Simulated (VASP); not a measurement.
# Pt (Immm) in VASP: notebook

Runs on Pt. Level: PBEsol. Tasks: single point.

All numbers are computed with VASP 6.6.1; they aren't measurements. Logs are shortened: lines on timing, memory, paths and dates and some standing lists are left out, and cuts for length are marked.

## 1. The cell of the first run

It takes space group Immm (No. 71, orthorhombic). Conventional cell: a = 3.027 Å, b = 3.121 Å, c = 3.215 Å, α = 90.00°, β = 90.00°, γ = 90.00°. Pt (site symmetry mmm) has 14 Pt at 2.70 to 3.21 Å within 3.6 Å.

## 2. Single point, PBEsol (strain +0.0300 x Voigt [1, -1, 0, 0, 0, 0])

INCAR reads:

```
PREC = Accurate ; ENCUT = 520
EDIFF = 1E-6 ; ISMEAR = 0
SIGMA = 0.15 ; LREAL = False
LASPH = True ; NELM = 60
ALGO = Fast ; ISIF = 2
LWAVE = False ; LCHARG = False
GGA = PS ; NBANDS = 11
```

KPOINTS reads:

```
Automatic mesh
0
Gamma
  26 26 26
```

POSCAR reads:

```
Pt
1.0
   -1.6072847192      1.5136564832      1.5604706012
    1.6072847192     -1.5136564832      1.5604706012
    1.6072847192      1.5136564832     -1.5604706012
Pt
1
Direct
    0.0000000000      0.0000000000      0.0000000000
```

Potentials or basis: VASP PAW PBE potentials, release 64 (Pt).

Launch:

```
cat potpaw_PBE.64/Pt/POTCAR > POTCAR
mpirun -np 1 vasp_std > vasp.out
```

OUTCAR:

```text
PREC = Accurate
   ENCUT = 520
   EDIFF = 1E-6
   ISMEAR = 0
   LREAL = False
   LASPH = True
   NELM = 60
   ISIF = 2
   GGA = PS

 ion  position               nearest neighbor table
   1  0.000  0.000  0.000-

  LATTYP: Found a body centered orthorhombic cell.
 ALAT       =     3.0273129664
 B/A-ratio  =     1.0309278350
 C/A-ratio  =     1.0618556701

  Lattice vectors:

 A1 = (  -1.6072847192,  -1.5136564832,  -1.5604706012)
 A2 = (  -1.6072847192,   1.5136564832,   1.5604706012)
 A3 = (   1.6072847192,   1.5136564832,  -1.5604706012)

Analysis of symmetry for initial positions (statically):
=====================================================================
 Subroutine PRICEL returns:
 Original cell was already a primitive cell.

 Routine SETGRP: Setting up the symmetry group for a
 body centered orthorhombic supercell.

 Subroutine GETGRP returns: Found  8 space group operations
 (whereof  8 operations were pure point group operations)
 out of a pool of  8 trial point group operations.

The static configuration has the point symmetry D_2h.

Analysis of symmetry for dynamics (positions and initial velocities):
=====================================================================
 Subroutine PRICEL returns:
 Original cell was already a primitive cell.

 Routine SETGRP: Setting up the symmetry group for a
 body centered orthorhombic supercell.

 Subroutine GETGRP returns: Found  8 space group operations
 (whereof  8 operations were pure point group operations)
 out of a pool of  8 trial point group operations.

The dynamic configuration has the point symmetry D_2h.

 Subroutine INISYM returns: Found  8 space group operations
 (whereof  8 operations are pure point group operations),
 and found     1 'primitive' translations

----------------------------------------------------------------------------------------

                                     Primitive cell

  volume of cell :      15.1857

  direct lattice vectors                    reciprocal lattice vectors
    -1.607284719  1.513656483  1.560470601     0.000000000  0.330325940  0.320416161
     1.607284719 -1.513656483  1.560470601     0.311083652  0.000000000  0.320416161
     1.607284719  1.513656483 -1.560470601     0.311083652  0.330325940  0.000000000

  length of vectors
     2.703625088  2.703625088  2.703625088     0.460197504  0.446586559  0.453749121

  position of ions in fractional coordinates (direct lattice)
     0.000000000  0.000000000  0.000000000

  ion indices of the primitive-cell ions
   primitive index   ion index
                 1           1

----------------------------------------------------------------------------------------

 KPOINTS: Automatic mesh

Automatic generation of k-mesh.
 Grid dimensions read from file:
 generate k-points for:   26   26   26

 Generating k-lattice:

  Cartesian coordinates                     Fractional coordinates (reciprocal lattice)
     0.000000000  0.012704844  0.012323699     0.038461538  0.000000000  0.000000000
     0.011964756  0.000000000  0.012323699     0.000000000  0.038461538  0.000000000
     0.011964756  0.012704844  0.000000000     0.000000000  0.000000000  0.038461538

  Length of vectors
     0.017699904  0.017176406  0.017451889

  Shift w.r.t. Gamma in fractional coordinates (k-lattice)
     0.000000000  0.000000000  0.000000000

 Subroutine IBZKPT returns following result:
 ===========================================

 Found   2471 irreducible k-points:

 Following reciprocal coordinates:
            Coordinates               Weight
  0.000000  0.000000  0.000000      1.000000
  0.038462 -0.000000  0.000000      4.000000
  0.076923 -0.000000  0.000000      4.000000
  0.115385  0.000000  0.000000      4.000000
  0.153846  0.000000  0.000000      4.000000
  0.192308 -0.000000  0.000000      4.000000
[... 16 lines left out ...]
  0.307692  0.038462  0.000000      8.000000
  0.346154  0.038462  0.000000      8.000000
 [... further k-points ...]
   k-points           NKPTS =   2471   k-points in BZ     NKDIM =   2471   number of bands    NBANDS=     11
   number of dos      NEDOS =    301   number of ions     NIONS =      1
   total plane-waves  NPLWV =   8000
   dimension x,y,z NGX =    20 NGY =   20 NGZ =   20
   dimension x,y,z NGXF=    40 NGYF=   40 NGZF=   40
   ions per type =               1
   NGX,Y,Z   is equivalent  to a cutoff of  12.30, 12.30, 12.30 a.u.
   NGXF,Y,Z  is equivalent  to a cutoff of  24.60, 24.60, 24.60 a.u.
 SYSTEM =  unknown system
   PREC   = accura    normal or accurate (medium, high low for compatibility)
   ISTART =      0    job   : 0-new  1-cont  2-samecut
   ICHARG =      2    charge: 1-file 2-atom 10-const
   ISPIN  =      1    spin polarized calculation?
   LNONCOLLINEAR =      F non collinear calculations
   LSORBIT =      F    spin-orbit coupling
   LASPH  =      T    aspherical Exc in radial PAW
   ENCUT  =  520.0 eV  38.22 Ry    6.18 a.u.   5.03  5.03  5.03*2*pi/ulx,y,z
   NELM   =     60;   NELMIN=  2; NELMDL= -5     # of ELM steps
   EDIFF  = 0.1E-05   stopping-criterion for ELM
   LREAL  =      F    real-space projection
   EDIFFG = 0.1E-04   stopping-criterion for IOM
   NSW    =      0    number of steps for IOM
   IBRION =     -1    ionic relax: 0-MD 1-quasi-New 2-CG
   NFREE  =      0    steps in history (QN), initial steepest desc. (CG)
   ISIF   =      2    stress and relaxation
   ISYM   =      2    0-nonsym 1-usesym 2-fastsym
   POTIM  = 0.5000    time-step for ionic-motion
   TEBEG  =    0.0;   TEEND  =   0.0 temperature during run
   PSTRESS=    0.0 pullay stress
   NELECT =      10.0000    total number of electrons
   NUPDOWN=      -1.0000    fix difference up-down
   EMIN   =  10.00;   EMAX   =-10.00  energy-range for DOS
   EFERMI =   0.00;   METHOD = LEGACY
   ISMEAR =     0;   SIGMA  =   0.15  broadening in eV -4-tet -1-fermi 0-gaus
   EFERMI_NEDOS =   21; number of points for ismear=-14 and -15
   IALGO  =     68    algorithm
   IMIX   =      4    mixing-type and parameters
     AMIX     =   0.40;   BMIX     =  1.00
     AMIX_MAG =   1.60;   BMIX_MAG =  1.00
  volume/ion in A,a.u.               =      15.19       102.48
  Fermi-wavevector in a.u.,A,eV,Ry     =   1.424283  2.691504 27.600530  2.028582
  Thomas-Fermi vector in A             =   2.544790
   LORBIT       =      0    0 simple, 1 ext, 2 COOP (PROOUT), +10 PAW based schemes
   GGA     = PS    functional components
   LHFCALC =     F    Hartree Fock is set to
   AEXX    =    0.0000 exact exchange contribution
   IVDW    =     0    specifies the selected vdW correction
   LEPSILON=     F    determine dielectric tensor
   LRPA    =     F    only Hartree local field effects (RPA)
 non-spin polarized calculation
 RMM-DIIS sequential band-by-band and
 Gauss-broadening in eV      SIGMA  =   0.15
  energy-cutoff  :      520.00
  volume of cell :       15.19
 maximum number of plane-waves:       422
   NGX = 11   NGY = 11   NGZ = 11

 number of electron      10.0000000 magnetization

 Free energy of the ion-electron system (eV)
  ---------------------------------------------------
  ext. energy  EPLUGINS =         0.00000000
  ---------------------------------------------------
  free energy    TOTEN  =        -6.86670117 eV

  energy without entropy =       -6.85655216  energy(sigma->0) =       -6.86162667

 E-fermi :  10.7663     XC(G=0): -13.5802

 val. band max:       10.7650662152   @ k =  -0.3846   0.5000   0.0769
 cond. band min:      10.7682138231   @ k =  -0.4615  -0.4615   0.4231
 fundamental gap:      0.0031476079
 Fermi energy:        10.7663309679

 k-point     1 :       0.0000    0.0000    0.0000
  band No.  band energies     occupation
      1       0.7573      2.00000
      2       6.7760      2.00000
      3       7.0643      2.00000
      4       7.3141      2.00000
      5       9.3564      2.00000
      6       9.9652      2.00000
      7      27.2589      0.00000
      8      27.7967      0.00000
      9      28.4485      0.00000
     10      37.6154      0.00000
     11      37.9600      0.00000

 k-point     2 :       0.0385   -0.0000    0.0000
  band No.  band energies     occupation
      1       0.8223      2.00000
      2       6.7845      2.00000
      3       7.0791      2.00000
      4       7.3097      2.00000
      5       9.3614      2.00000
      6       9.9326      2.00000
      7      27.3578      0.00000
      8      27.8522      0.00000
      9      28.4808      0.00000
     10      37.3071      0.00000
     11      37.8019      0.00000

 k-point     3 :       0.0769   -0.0000    0.0000
  band No.  band energies     occupation
      1       1.0149      2.00000
      2       6.7585      2.00000
      3       7.1766      2.00000
      4       7.2938      2.00000
      5       9.3762      2.00000
      6       9.8467      2.00000
      7      27.6509      0.00000
      8      27.9930      0.00000
      9      28.5547      0.00000
     10      35.9876      0.00000
     11      37.0834      0.00000

 k-point     4 :       0.1154    0.0000    0.0000
  band No.  band energies     occupation
      1       1.3272      2.00000
      2       6.6550      2.00000
      3       7.2601      2.00000
      4       7.4043      2.00000
      5       9.3999      2.00000
      6       9.7401      2.00000
      7      28.1274      0.00000
      8      28.1362      0.00000
      9      28.5932      0.00000
     10      34.8723      0.00000
     11      35.8074      0.00000
[... 239 lines left out ...]
 k-point    22 :       0.2692    0.0385   -0.0000
  band No.  band energies     occupation
      1       3.4691      2.00000
      2       5.8299      2.00000
      3       7.2943      2.00000
      4       9.4839      2.00000
      5       9.6934      2.00000
      6       9.8479      2.00000
      7      24.5123      0.00000
      8      26.1769      0.00000
      9      30.2155      0.00000
     10      31.9505      0.00000
     11      34.0361      0.00000

 k-point    23 :       0.3077    0.0385    0.0000
  band No.  band energies     occupation
      1       3.7391      2.00000
      2       5.6543      2.00000
      3       7.7264      2.00000
      4       9.6534      2.00000
      5       9.9210      2.00000
      6      10.2845      1.99999
      7      22.8732      0.00000
      8      25.4338      0.00000
      9      29.1087      0.00000
     10      32.9297      0.00000
     11      34.2125      0.00000

 k-point    24 :       0.3462    0.0385    0.0000
  band No.  band energies     occupation
      1       3.8519      2.00000
      2       5.5041      2.00000
      3       8.3757      2.00000
      4       9.7689      2.00000
      5      10.0496      2.00000
      6      10.8894      0.24584
      7      21.2520      0.00000
      8      24.7830      0.00000
      9      28.0301      0.00000
     10      33.9087      0.00000
     11      34.4933      0.00000

 [... further k-points ...]

------------------------ aborting loop because EDIFF is reached ----------------------------------------

  FORCE on cell =-STRESS in cart. coord.  units (eV):
  Direction    XX          YY          ZZ          XY          YZ          ZX
  --------------------------------------------------------------------------------------
  -------------------------------------------------------------------------------------
  Total        0.2394036     -0.3009762      0.0205459      0.0000000      0.0000000      0.0000000
  in kB       25.2583780    -31.7546283      2.1677082      0.0000000      0.0000000      0.0000000
  external PRESSURE =      -1.4428473 kB  Pullay stress =       0.0000000 kB

 VOLUME and BASIS-vectors are now :
 -----------------------------------------------------------------------------
  energy-cutoff  :      520.00
  volume of cell :       15.19
      direct lattice vectors                 reciprocal lattice vectors
    -1.607284719  1.513656483  1.560470601     0.000000000  0.330325940  0.320416161
     1.607284719 -1.513656483  1.560470601     0.311083652  0.000000000  0.320416161
     1.607284719  1.513656483 -1.560470601     0.311083652  0.330325940  0.000000000

 POSITION                                       TOTAL-FORCE (eV/Angst)
 -----------------------------------------------------------------------------------
      0.00000      0.00000      0.00000         0.000000      0.000000     -0.000000
 -----------------------------------------------------------------------------------
    total drift:                               -0.000000      0.000000      0.000000

  FREE ENERGIE OF THE ION-ELECTRON SYSTEM (eV)
  ---------------------------------------------------
  free  energy   TOTEN  =        -6.8667011682 eV

  energy  without entropy=       -6.8565521635  energy(sigma->0) =       -6.86162667
```

Wall time 3.8 min (1 thread of Oxide Virtual Turin-like, shared host); peak memory 0.45 GiB.

What came out:

* Free energy: -6.8667 eV
* Pressure: -0.1 GPa
* Band gap on the k mesh: zero (bands 5 and 6 overlap by 2.31 eV)

Stress tensor (GPa, compression positive):
```
 2.53  0.00  0.00
 0.00 -3.18  0.00
 0.00  0.00  0.22
```

Caveat: the cell differs from its parent crystal (strain +0.0300 x Voigt [1, -1, 0, 0, 0, 0]); the stress differs along the axes, from -3 to 3 GPa; the PAW data sets were made with another functional, which shifts forces and pressure a little; spin-orbit coupling is left out, which moves the levels of the heavy elements.

## 3. Single point, PBEsol (strain -0.0200 x Voigt [1, -1, 0, 0, 0, 0])

INCAR reads:

```
SYSTEM = Pt
ALGO = Fast
EDIFF = 1E-6
ENCUT = 520
GGA = PS
ISIF = 2
ISMEAR = 0
LASPH = .True.
LCHARG = .False.
LREAL = .False.
LWAVE = .False.
NBANDS = 11
NELM = 80
PREC = Accurate
SIGMA = 0.15
```

KPOINTS reads:

```
k-points
0
Gamma
  26 26 26
  0 0 0
```

POSCAR reads:

```
Pt
1.0
   -1.5292611892      1.5916800132      1.5604706012
    1.5292611892     -1.5916800132      1.5604706012
    1.5292611892      1.5916800132     -1.5604706012
Pt
1
Direct
    0.0000000000      0.0000000000      0.0000000000
```

Potentials or basis: VASP PAW PBE potentials, release 64 (Pt).

Launch:

```
cat potpaw_PBE.64/Pt/POTCAR > POTCAR
mpirun -np 1 vasp_std > vasp.out
```

OUTCAR:

```text
SYSTEM = Pt
   EDIFF = 1E-6
   ENCUT = 520
   GGA = PS
   ISIF = 2
   ISMEAR = 0
   LASPH = .True.
   LREAL = .False.
   NELM = 80
   PREC = Accurate

 ion  position               nearest neighbor table
   1  0.000  0.000  0.000-

  LATTYP: Found a body centered orthorhombic cell.
 ALAT       =     3.0585223784
 B/A-ratio  =     1.0204081632
 C/A-ratio  =     1.0408163265

  Lattice vectors:

 A1 = (  -1.5292611892,  -1.5916800132,   1.5604706012)
 A2 = (   1.5292611892,  -1.5916800132,  -1.5604706012)
 A3 = (   1.5292611892,   1.5916800132,   1.5604706012)

Analysis of symmetry for initial positions (statically):
=====================================================================
 Subroutine PRICEL returns:
 Original cell was already a primitive cell.

 Routine SETGRP: Setting up the symmetry group for a
 body centered orthorhombic supercell.

 Subroutine GETGRP returns: Found  8 space group operations
 (whereof  8 operations were pure point group operations)
 out of a pool of  8 trial point group operations.

The static configuration has the point symmetry D_2h.

[... 168 lines left out ...]
 k-point     1 :       0.0000    0.0000    0.0000
  band No.  band energies     occupation
      1       0.7536      2.00000
      2       6.8522      2.00000
      3       7.0399      2.00000
      4       7.2106      2.00000
      5       9.4688      2.00000
      6       9.8751      2.00000
      7      27.4245      0.00000
      8      27.7950      0.00000
      9      28.2164      0.00000
     10      38.0442      0.00000
     11      38.1269      0.00000
[... 309 lines left out ...]
 k-point    24 :       0.3462    0.0385   -0.0000
  band No.  band energies     occupation
      1       3.7391      2.00000
      2       5.9266      2.00000
      3       8.1800      2.00000
      4       9.2627      2.00000
      5       9.9575      2.00000
      6      10.8685      0.26086
      7      20.5153      0.00000
      8      25.1160      0.00000
      9      29.1905      0.00000
     10      34.3679      0.00000
     11      35.3157      0.00000

 [... further k-points ...]

------------------------ aborting loop because EDIFF is reached ----------------------------------------

  FORCE on cell =-STRESS in cart. coord.  units (eV):
  Direction    XX          YY          ZZ          XY          YZ          ZX
  --------------------------------------------------------------------------------------
  -------------------------------------------------------------------------------------
  Total       -0.2169093      0.1606200     -0.0038159      0.0000000      0.0000000      0.0000000
  in kB      -22.8736597     16.9378038     -0.4023999      0.0000000      0.0000000      0.0000000
  external PRESSURE =      -2.1127520 kB  Pullay stress =       0.0000000 kB

 VOLUME and BASIS-vectors are now :
 -----------------------------------------------------------------------------
  energy-cutoff  :      520.00
  volume of cell :       15.19
      direct lattice vectors                 reciprocal lattice vectors
    -1.529261189  1.591680013  1.560470601     0.000000000  0.314133492  0.320416161
     1.529261189 -1.591680013  1.560470601     0.326955267  0.000000000  0.320416161
     1.529261189  1.591680013 -1.560470601     0.326955267  0.314133492  0.000000000

 POSITION                                       TOTAL-FORCE (eV/Angst)
 -----------------------------------------------------------------------------------
      0.00000      0.00000      0.00000         0.000000     -0.000000      0.000000
 -----------------------------------------------------------------------------------
    total drift:                                0.000000     -0.000000      0.000000

  FREE ENERGIE OF THE ION-ELECTRON SYSTEM (eV)
  ---------------------------------------------------
  free  energy   TOTEN  =        -6.8620803113 eV

  energy  without entropy=       -6.8524379042  energy(sigma->0) =       -6.85725911
```

stdout:

```text
POSCAR found type information on POSCAR Pt
 POSCAR found :  1 types and       1 ions
 scaLAPACK will be used
 -----------------------------------------------------------------------------
|                                                                             |
|                                                                             |
|     You enforced a specific xc type in the INCAR file but a different       |
|     I HOPE YOU KNOW WHAT YOU ARE DOING!                                     |
|                                                                             |
 -----------------------------------------------------------------------------

 LDA part: xc-table for (Slater+PW92), standard interpolation
 POSCAR, INCAR and KPOINTS ok, starting setup
 FFT: planning ... GRIDC
 FFT: planning ... GRID_SOFT
 FFT: planning ... GRID
 WAVECAR not read
 entering main loop
```

Run time: 5.4 min. Hardware: 1 thread of Oxide Virtual Turin-like, shared host; peak memory 0.45 GiB.

What came out:

```
Free energy            : -6.8621 eV
Pressure               : -0.2 GPa
Band gap on the k mesh : zero (bands 5 and 6 overlap by 2.30 eV)
```

Stress tensor (GPa, compression positive):
```
-2.29  0.00  0.00
 0.00  1.69  0.00
 0.00  0.00 -0.04
```

Caveat: the cell differs from its parent crystal (strain -0.0200 x Voigt [1, -1, 0, 0, 0, 0]); the PAW data sets were made with another functional, which shifts forces and pressure a little; spin-orbit coupling is left out, which moves the levels of the heavy elements.
